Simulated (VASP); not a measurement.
# CaB2 (I4_1/amd) in VASP: further runs

CaB2 is run at these levels: PBE; tasks: single point, relaxation of cell and atoms.

Program: VASP 6.6.1. These are calculated values, not measurements. Logs are shortened: lines on timing, memory, paths and dates and some standing lists are left out, and cuts for length are marked.

### Step 1. The cell of the first run

It takes space group I4_1/amd (No. 141, tetragonal). The conventional cell has a = 3.572 Å, b = 3.572 Å, c = 11.550 Å, α = 90.00°, β = 90.00°, γ = 90.00°. Ca (site symmetry -4m2) has 12 B at 2.64 to 2.69 Å and 8 Ca at 3.40 to 3.57 Å within 3.6 Å. B (site symmetry 2mm) has 3 B at 1.88 to 2.05 Å within 2.5 Å.

### Step 2. Single point, PBE

The input, INCAR:

```
  ALGO = Normal
  EDIFF = 1E-6
  ENCUT = 520
  GGA = PE
  ISIF = 2
  ISMEAR = 0
  LASPH = True
  LCHARG = False
  LREAL = False
  LWAVE = False
  NBANDS = 25
  NELM = 100
  PREC = Accurate
  SIGMA = 0.1
```

The input, KPOINTS:

```
k-points
0
Gamma
  14 14 14
```

The input, POSCAR:

```
CaB2
1.0
   -1.7859616156      1.7859616156      5.7749162871
    1.7859616156     -1.7859616156      5.7749162871
    1.7859616156      1.7859616156     -5.7749162871
Ca B
2 4
Direct
    0.0000000000      0.0000000000      0.0000000000
    0.7500000000      0.2500000000      0.5000000000
    0.4188172664      0.4188172664      0.0000000000
    0.1688172664      0.6688172664      0.5000000000
    0.3311827336      0.8311827336      0.5000000000
    0.5811827336      0.5811827336      0.0000000000
```

Potentials or basis: VASP PAW PBE potentials, release 64 (Ca_sv, B).

Launch:

```sh
cat potpaw_PBE.64/Ca_sv/POTCAR potpaw_PBE.64/B/POTCAR > POTCAR
mpirun -np 1 vasp_std > vasp.out
```

OUTCAR:

```text
EDIFF = 1E-6
   ENCUT = 520
   GGA = PE
   ISIF = 2
   ISMEAR = 0
   LASPH = True
   LREAL = False
   NELM = 100
   PREC = Accurate

 ion  position               nearest neighbor table
   1  0.000  0.000  0.000-   4 2.64   5 2.64   4 2.64   5 2.64
   2  0.750  0.250  0.500-   3 2.64   6 2.64   3 2.64   6 2.64
   3  0.419  0.419  0.000-   6 1.88   5 2.05   5 2.05   2 2.64   2 2.64
   4  0.169  0.669  0.500-   5 1.88   6 2.05   6 2.05   1 2.64   1 2.64
   5  0.331  0.831  0.500-   4 1.88   3 2.05   3 2.05   1 2.64   1 2.64
   6  0.581  0.581  0.000-   3 1.88   4 2.05   4 2.05   2 2.64   2 2.64

  LATTYP: Found a body centered tetragonal cell.
 ALAT       =     3.5719232312
 C/A-ratio  =     3.2335052650

  Lattice vectors:

 A1 = (  -1.7859616156,   1.7859616156,   5.7749162871)
 A2 = (   1.7859616156,  -1.7859616156,   5.7749162871)
 A3 = (   1.7859616156,   1.7859616156,  -5.7749162871)

Analysis of symmetry for initial positions (statically):
=====================================================================
 Subroutine PRICEL returns:
 Original cell was already a primitive cell.

 Routine SETGRP: Setting up the symmetry group for a
 body centered tetragonal supercell.

 Subroutine GETGRP returns: Found 16 space group operations
 (whereof  8 operations were pure point group operations)
 out of a pool of 16 trial point group operations.

The static configuration has the point symmetry D_2d.
 The point group associated with its full space group is D_4h.

Analysis of symmetry for dynamics (positions and initial velocities):
=====================================================================
 Subroutine PRICEL returns:
 Original cell was already a primitive cell.

 Routine SETGRP: Setting up the symmetry group for a
 body centered tetragonal supercell.

 Subroutine GETGRP returns: Found 16 space group operations
 (whereof  8 operations were pure point group operations)
 out of a pool of 16 trial point group operations.

The dynamic configuration has the point symmetry D_2d.
 The point group associated with its full space group is D_4h.

 Subroutine INISYM returns: Found 16 space group operations
 (whereof  8 operations are pure point group operations),
 and found     1 'primitive' translations

----------------------------------------------------------------------------------------

                                     Primitive cell

  volume of cell :      73.6801

  direct lattice vectors                    reciprocal lattice vectors
    -1.785961616  1.785961616  5.774916287     0.000000000  0.279961224  0.086581342
     1.785961616 -1.785961616  5.774916287     0.279961224  0.000000000  0.086581342
     1.785961616  1.785961616 -5.774916287     0.279961224  0.279961224  0.000000000

  length of vectors
     6.303092567  6.303092567  6.303092567     0.293043710  0.293043710  0.395924960

  position of ions in fractional coordinates (direct lattice)
     0.000000000  0.000000000  0.000000000
     0.750000000  0.250000000  0.500000000
     0.418817266  0.418817266  0.000000000
     0.168817266  0.668817266  0.500000000
     0.331182734  0.831182734  0.500000000
     0.581182734  0.581182734  0.000000000

  ion indices of the primitive-cell ions
   primitive index   ion index
                 1           1
                 2           2
                 3           3
                 4           4
                 5           5
                 6           6

----------------------------------------------------------------------------------------

 KPOINTS: k-points

Automatic generation of k-mesh.
 Grid dimensions read from file:
 generate k-points for:   14   14   14

 Generating k-lattice:

  Cartesian coordinates                     Fractional coordinates (reciprocal lattice)
     0.000000000  0.019997230  0.006184382     0.071428571  0.000000000  0.000000000
     0.019997230  0.000000000  0.006184382     0.000000000  0.071428571  0.000000000
     0.019997230  0.019997230  0.000000000     0.000000000  0.000000000  0.071428571

  Length of vectors
     0.020931694  0.020931694  0.028280354

  Shift w.r.t. Gamma in fractional coordinates (k-lattice)
     0.000000000  0.000000000  0.000000000

 Subroutine IBZKPT returns following result:
 ===========================================

 Found    244 irreducible k-points:

 Following reciprocal coordinates:
            Coordinates               Weight
  0.000000  0.000000  0.000000      1.000000
  0.071429 -0.000000  0.000000      8.000000
  0.142857  0.000000  0.000000      8.000000
  0.214286 -0.000000  0.000000      8.000000
  0.285714 -0.000000  0.000000      8.000000
  0.357143  0.000000  0.000000      8.000000
[... 16 lines left out ...]
  0.214286  0.142857  0.000000     16.000000
  0.285714  0.142857  0.000000     16.000000
 [... further k-points ...]
   k-points           NKPTS =    244   k-points in BZ     NKDIM =    244   number of bands    NBANDS=     25
   number of dos      NEDOS =    301   number of ions     NIONS =      6
   total plane-waves  NPLWV = 110592
   dimension x,y,z NGX =    48 NGY =   48 NGZ =   48
   dimension x,y,z NGXF=    96 NGYF=   96 NGZF=   96
   ions per type =               2   4
   NGX,Y,Z   is equivalent  to a cutoff of  12.66, 12.66, 12.66 a.u.
   NGXF,Y,Z  is equivalent  to a cutoff of  25.32, 25.32, 25.32 a.u.
 SYSTEM =  unknown system
   PREC   = accura    normal or accurate (medium, high low for compatibility)
   ISTART =      0    job   : 0-new  1-cont  2-samecut
   ICHARG =      2    charge: 1-file 2-atom 10-const
   ISPIN  =      1    spin polarized calculation?
   LNONCOLLINEAR =      F non collinear calculations
   LSORBIT =      F    spin-orbit coupling
   LASPH  =      T    aspherical Exc in radial PAW
   ENCUT  =  520.0 eV  38.22 Ry    6.18 a.u.  11.72 11.72 11.72*2*pi/ulx,y,z
   NELM   =    100;   NELMIN=  2; NELMDL= -5     # of ELM steps
   EDIFF  = 0.1E-05   stopping-criterion for ELM
   LREAL  =      F    real-space projection
   EDIFFG = 0.1E-04   stopping-criterion for IOM
   NSW    =      0    number of steps for IOM
   IBRION =     -1    ionic relax: 0-MD 1-quasi-New 2-CG
   NFREE  =      0    steps in history (QN), initial steepest desc. (CG)
   ISIF   =      2    stress and relaxation
   ISYM   =      2    0-nonsym 1-usesym 2-fastsym
   POTIM  = 0.5000    time-step for ionic-motion
   TEBEG  =    0.0;   TEEND  =   0.0 temperature during run
   PSTRESS=    0.0 pullay stress
   NELECT =      32.0000    total number of electrons
   NUPDOWN=      -1.0000    fix difference up-down
   EMIN   =  10.00;   EMAX   =-10.00  energy-range for DOS
   EFERMI =   0.00;   METHOD = LEGACY
   ISMEAR =     0;   SIGMA  =   0.10  broadening in eV -4-tet -1-fermi 0-gaus
   EFERMI_NEDOS =   21; number of points for ismear=-14 and -15
   IALGO  =     38    algorithm
   IMIX   =      4    mixing-type and parameters
     AMIX     =   0.40;   BMIX     =  1.00
     AMIX_MAG =   1.60;   BMIX_MAG =  1.00
  volume/ion in A,a.u.               =      12.28        82.87
  Fermi-wavevector in a.u.,A,eV,Ry     =   1.239771  2.342828 20.912596  1.537032
  Thomas-Fermi vector in A             =   2.374240
   LORBIT       =      0    0 simple, 1 ext, 2 COOP (PROOUT), +10 PAW based schemes
   GGA     = PE    functional components
   LHFCALC =     F    Hartree Fock is set to
   AEXX    =    0.0000 exact exchange contribution
   IVDW    =     0    specifies the selected vdW correction
   LEPSILON=     F    determine dielectric tensor
   LRPA    =     F    only Hartree local field effects (RPA)
 non-spin polarized calculation
 Gauss-broadening in eV      SIGMA  =   0.10
  energy-cutoff  :      520.00
  volume of cell :       73.68
 maximum number of plane-waves:      2010
   NGX = 23   NGY = 23   NGZ = 23

 number of electron      32.0000001 magnetization

 Free energy of the ion-electron system (eV)
  ---------------------------------------------------
  ext. energy  EPLUGINS =         0.00000000
  ---------------------------------------------------
  free energy    TOTEN  =       -29.74557730 eV

  energy without entropy =      -29.73202262  energy(sigma->0) =      -29.73879996

 E-fermi :   4.4974     XC(G=0): -10.8561

 val. band max:        4.4963561185   @ k =   0.3571   0.2857   0.0714
 cond. band min:       4.5007624675   @ k =   0.4286   0.0714   0.0714
 fundamental gap:      0.0044063491
 Fermi energy:         4.4974307618

 k-point     1 :       0.0000    0.0000    0.0000
  band No.  band energies     occupation
      1     -34.5134      2.00000
      2     -34.4449      2.00000
      3     -15.9525      2.00000
      4     -15.5542      2.00000
      5     -15.5542      2.00000
      6     -15.5331      2.00000
[... 17 lines left out ...]
     24      10.3250      0.00000
     25      10.5711      0.00000

 k-point     2 :       0.0714   -0.0000    0.0000
  band No.  band energies     occupation
      1     -34.5118      2.00000
      2     -34.4446      2.00000
      3     -15.9454      2.00000
      4     -15.5727      2.00000
      5     -15.5549      2.00000
      6     -15.5479      2.00000
[... 17 lines left out ...]
     24      10.2407      0.00000
     25      10.5857      0.00000

 k-point     3 :       0.1429    0.0000    0.0000
  band No.  band energies     occupation
      1     -34.5070      2.00000
      2     -34.4437      2.00000
      3     -15.9259      2.00000
      4     -15.6241      2.00000
      5     -15.5865      2.00000
      6     -15.5549      2.00000
[... 552 lines left out ...]
 k-point    23 :       0.2143    0.1429    0.0000
  band No.  band energies     occupation
      1     -34.4918      2.00000
      2     -34.4434      2.00000
      3     -15.8629      2.00000
      4     -15.7069      2.00000
      5     -15.6242      2.00000
      6     -15.6123      2.00000
[... 17 lines left out ...]
     24      11.1390      0.00000
     25      11.1605      0.00000

 k-point    24 :       0.2857    0.1429    0.0000
  band No.  band energies     occupation
      1     -34.4835      2.00000
      2     -34.4428      2.00000
      3     -15.8426      2.00000
      4     -15.7822      2.00000
      5     -15.6515      2.00000
      6     -15.6182      2.00000
[... 17 lines left out ...]
     24      11.2708      0.00000
     25      11.4597      0.00000

 [... further k-points ...]

------------------------ aborting loop because EDIFF is reached ----------------------------------------

  FORCE on cell =-STRESS in cart. coord.  units (eV):
  Direction    XX          YY          ZZ          XY          YZ          ZX
  --------------------------------------------------------------------------------------
  -------------------------------------------------------------------------------------
  Total        0.1992861      0.1992861      0.1153479      0.0000000     -0.0000000      0.0000000
  in kB        4.3334895      4.3334895      2.5082474      0.0000000     -0.0000000      0.0000000
  external PRESSURE =       3.7250755 kB  Pullay stress =       0.0000000 kB

 VOLUME and BASIS-vectors are now :
 -----------------------------------------------------------------------------
  energy-cutoff  :      520.00
  volume of cell :       73.68
      direct lattice vectors                 reciprocal lattice vectors
    -1.785961616  1.785961616  5.774916287     0.000000000  0.279961224  0.086581342
     1.785961616 -1.785961616  5.774916287     0.279961224  0.000000000  0.086581342
     1.785961616  1.785961616 -5.774916287     0.279961224  0.279961224  0.000000000

 POSITION                                       TOTAL-FORCE (eV/Angst)
 -----------------------------------------------------------------------------------
      0.00000      0.00000      0.00000        -0.000000     -0.000000     -0.000000
     -0.00000      1.78596      2.88746        -0.000000     -0.000000     -0.000000
      0.00000      0.00000      4.83727         0.000000     -0.000000      0.008772
      1.78596     -0.00000      1.94981        -0.000000      0.000000      0.008772
      1.78596      0.00000      3.82511        -0.000000      0.000000     -0.008772
      0.00000      0.00000      6.71256         0.000000     -0.000000     -0.008772
 -----------------------------------------------------------------------------------
    total drift:                                0.000000     -0.000000      0.000000

  FREE ENERGIE OF THE ION-ELECTRON SYSTEM (eV)
  ---------------------------------------------------
  free  energy   TOTEN  =       -29.7455772988 eV

  energy  without entropy=      -29.7320226235  energy(sigma->0) =      -29.73879996
```

Run time: 20 min. Hardware: 1 thread of AMD EPYC 7R13 (Zen 3), shared host; peak memory 0.57 GiB.

Results:

```
Free energy            : -29.7456 eV
Pressure               : 0.4 GPa
Largest force          : 0.009 eV/Å
Band gap on the k mesh : zero (bands 16 and 17 overlap by 1.21 eV)
```

Forces in eV/Å, atoms in the order of the input:
```
Ca   0.000  0.000  0.000
Ca   0.000  0.000  0.000
B    0.000  0.000  0.009
B    0.000  0.000  0.009
B    0.000  0.000 -0.009
B    0.000  0.000 -0.009
```

### Step 3. Single point, PBE

The input, INCAR:

```
PREC = Accurate
ENCUT = 520
EDIFF = 1E-7
ISMEAR = 0
SIGMA = 0.1
LREAL = False
LASPH = True
NELM = 60
ALGO = Normal
ISIF = 2
LWAVE = False
LCHARG = False
GGA = PE
NBANDS = 25
```

The input, KPOINTS:

```
Automatic mesh
0
Gamma
  8 8 8
```

POSCAR is that of step 2.

Potentials or basis: VASP PAW PBE potentials, release 64 (Ca_sv, B).

Launch:

```sh
cat potpaw_PBE.64/Ca_sv/POTCAR potpaw_PBE.64/B/POTCAR > POTCAR
mpirun -np 1 vasp_std > vasp.out
```

Wall time 6 min (1 thread of Intel Xeon 6975P-C (Granite Rapids), shared host); peak memory 0.37 GiB.

The run converged. Its results:

- Free energy: -29.7452 eV
- Pressure: 0.4 GPa
- Band gap on the k mesh: zero (bands 16 and 17 overlap by 1.00 eV)

Stress tensor (GPa, compression positive):
```
0.42 0.00 0.00
0.00 0.42 0.00
0.00 0.00 0.26
```

Levels at points of the mesh, in eV from the Fermi level:
| k point | band 12 | band 13 | band 14 | band 15 | band 16 | band 17 | band 18 | band 19 | band 20 | band 21 |
| --- | --- | --- | --- | --- | --- | --- | --- | --- | --- | --- |
| (0.00, 0.00, 0.00) | -1.39 | -1.39 | -0.52 | -0.30 | -0.30 | 0.69 | 2.09 | 3.61 | 4.78 | 5.22 |
| (0.50, 0.00, 0.00) | -4.22 | -2.05 | -1.92 | -1.83 | 0.40 | 0.99 | 2.15 | 2.57 | 3.61 | 4.58 |
| (0.50, 0.50, 0.00) | -4.91 | -2.48 | -2.48 | -1.20 | -1.20 | -0.56 | -0.56 | 5.83 | 5.83 | 7.05 |
| (0.50, 0.50, 0.50) | -3.21 | -1.40 | -1.40 | -0.16 | -0.16 | 0.84 | 0.84 | 3.70 | 3.70 | 5.66 |

### Step 4. Single point, PBE

This run uses another cell than the first one, of 12.31 Å³/atom.

The input, INCAR:

```
PREC = Accurate
ENCUT = 520
EDIFF = 1E-6
ISMEAR = 0
SIGMA = 0.1
LREAL = F
LASPH = T
NELM = 100
ALGO = Normal
ISIF = 2
LWAVE = F
LCHARG = F
GGA = PE
NBANDS = 25
```

KPOINTS is that of step 3.

The input, POSCAR:

```
CaB2
1.0
   -1.7446014536      1.7446014536      6.0659361254
    1.7446014536     -1.7446014536      6.0659361254
    1.7446014536      1.7446014536     -6.0659361254
Ca B
2 4
Direct
    0.0000000000      0.0000000000      0.0000000000
    0.7500000000      0.2500000000      0.5000000000
    0.4165000000      0.4165000000      0.0000000000
    0.1665000000      0.6665000000      0.5000000000
    0.3335000000      0.8335000000      0.5000000000
    0.5835000000      0.5835000000      0.0000000000
```

Launch:

```sh
cat potpaw_PBE.64/Ca_sv/POTCAR potpaw_PBE.64/B/POTCAR > POTCAR
mpirun -np 1 vasp_std > vasp.out
```

It took 6 min on 1 thread of Intel Xeon 6975P-C (Granite Rapids), shared host; peak memory 0.39 GiB.

Results (log left out):

| Item | Value |
| --- | --- |
| Free energy | -29.6084 eV |
| Pressure | -1.0 GPa |
| Largest force | 0.461 eV/Å |
| Band gap on the k mesh | zero (bands 16 and 17 overlap by 1.33 eV) |

Forces in eV/Å, atoms in the order of the input:
```
Ca   0.000  0.000  0.000
Ca   0.000  0.000  0.000
B    0.000  0.000 -0.461
B    0.000  0.000 -0.461
B    0.000  0.000  0.461
B    0.000  0.000  0.461
```

Stress tensor (GPa, compression positive):
```
  3.53   0.00   0.00
  0.00   3.53   0.00
  0.00   0.00 -10.12
```

Levels at points of the mesh, in eV from the Fermi level:
| k point | band 13 | band 14 | band 15 | band 16 | band 17 | band 18 | band 19 | band 20 |
| --- | --- | --- | --- | --- | --- | --- | --- | --- |
| (0.00, 0.00, 0.00) | -1.34 | -0.79 | -0.20 | -0.20 | 0.88 | 2.00 | 3.76 | 4.19 |
| (0.50, 0.00, 0.00) | -2.25 | -2.07 | -1.74 | 0.63 | 0.89 | 2.05 | 2.07 | 3.94 |
| (0.50, 0.50, 0.00) | -2.57 | -2.57 | -1.35 | -1.35 | -0.70 | -0.70 | 4.89 | 4.89 |
| (0.50, 0.50, 0.50) | -1.32 | -1.32 | -0.19 | -0.19 | 1.02 | 1.02 | 4.19 | 4.19 |

Caveat: the stress differs along the axes, from -10 to 4 GPa.

### Step 5. Relaxation of cell and atoms, PBE

This run uses another cell than the first one, of 12.31 Å³/atom.

The input, INCAR:

```
SYSTEM = CaB2
ALGO = Normal
EDIFF = 1E-6
EDIFFG = -0.04
ENCUT = 600
GGA = PE
IBRION = 2
ISIF = 3
ISMEAR = 0
LASPH = .True.
LCHARG = .False.
LREAL = .False.
LWAVE = .False.
NELM = 60
NSW = 90
PREC = Accurate
SIGMA = 0.1
```

The input, KPOINTS:

```
k-points
0
Gamma
  8 8 8
  0 0 0
```

POSCAR is that of step 4.

Launch:

```sh
cat potpaw_PBE.64/Ca_sv/POTCAR potpaw_PBE.64/B/POTCAR > POTCAR
mpirun -np 1 vasp_std > vasp.out
```

Wall time 35 min (1 thread of Intel Xeon 6975P-C (Granite Rapids), shared host); peak memory 0.46 GiB.

It converged, with:

```yaml
Free_energy: -29.7489 eV
Relaxed_volume: 12.31 Å³/atom
Relaxed_cell: a = 6.304 Å, b = 6.304 Å, c = 6.304 Å, α = 147.03°, β = 147.03°, γ = 47.31°
Space_group_after_relaxing_to_0.1_Å: I4_1/amd (No. 141)
Energy_gained_by_relaxing: 22.8 meV/atom
Ionic_steps: 7
Pressure_after_relaxing: 0.1 GPa
Largest_force_after_relaxing: 0.013 eV/Å
Band_gap_on_the_k_mesh: zero (bands 16 and 17 overlap by 1.00 eV)
```

Forces on the atoms (eV/Å):
```
Ca   0.000  0.000  0.000
Ca   0.000  0.000  0.000
B    0.000  0.000  0.013
B    0.000  0.000  0.013
B    0.000  0.000 -0.013
B    0.000  0.000 -0.013
```

Stress tensor (GPa, compression positive):
```
0.05 0.00 0.00
0.00 0.05 0.00
0.00 0.00 0.19
```

Step by step:
```csv
step,energy change (eV),largest force (eV/Å),pressure (GPa),volume (Å³)
1,0.0000,0.4608,-1.01,73.85
2,-0.0986,0.3961,0.92,72.96
3,-0.1046,0.2309,0.50,73.14
4,-0.1166,0.2019,0.02,73.48
5,-0.1338,0.0996,-0.99,74.46
6,-0.1351,0.0568,0.97,73.43
7,-0.1371,0.0130,0.10,73.88
```

Final structure:
```
Ca B
1.0
    -1.78855    1.78855    5.77381
     1.78855   -1.78855    5.77381
     1.78855    1.78855   -5.77381
Ca B
2 4
Direct
  0.00000 0.00000 0.00000
  0.75000 0.25000 0.50000
  0.41886 0.41886 0.00000
  0.16886 0.66886 0.50000
  0.33114 0.83114 0.50000
  0.58114 0.58114 0.00000
```

Levels at points of the mesh, in eV from the Fermi level:
| k point | band 14 | band 15 | band 16 | band 17 | band 18 | band 19 |
| --- | --- | --- | --- | --- | --- | --- |
| (0.00, 0.00, 0.00) | -0.51 | -0.31 | -0.31 | 0.69 | 2.10 | 3.59 |
| (0.50, 0.00, 0.00) | -1.92 | -1.83 | 0.39 | 0.99 | 2.15 | 2.58 |
| (0.50, 0.50, 0.00) | -2.48 | -1.20 | -1.20 | -0.56 | -0.56 | 5.83 |
| (0.50, 0.50, 0.50) | -1.40 | -0.16 | -0.16 | 0.84 | 0.84 | 3.68 |

### Step 6. Summary

```csv
task,cell,k mesh,cutoff (eV),gap on the mesh (eV),pressure (GPa),largest force (eV/Å)
single point,"a = 6.303 Å, angles 147.1, 147.1, 47.2°, 6 atoms, atomic positions A",14 × 14 × 14,520,none,0.4,0.01
single point,"a = 6.303 Å, angles 147.1, 147.1, 47.2°, 6 atoms, atomic positions A",8 × 8 × 8,520,none,0.4,-
single point,"a = 6.548 Å, angles 149.1, 149.1, 44.3°, 6 atoms, atomic positions B",8 × 8 × 8,520,none,-1.0,0.46
relaxation of cell and atoms,"relaxed from a = 6.548 Å, angles 149.1, 149.1, 44.3°, 6 atoms, atomic positions B",8 × 8 × 8,600,none,0.1,0.01
```

Alike in all rows: level PBE; potentials or basis VASP PAW PBE potentials, release 64 (Ca_sv, B); no spin polarisation; smearing gaussian 0.1 eV.

Caveats: the stress differs along the axes, from -10 to 4 GPa (at least some runs).

Total energies depend on the potentials used, so only differences within one code and one set of settings carry meaning.

The gap in the log of VASP goes by the Fermi energy; the results here count the filled bands.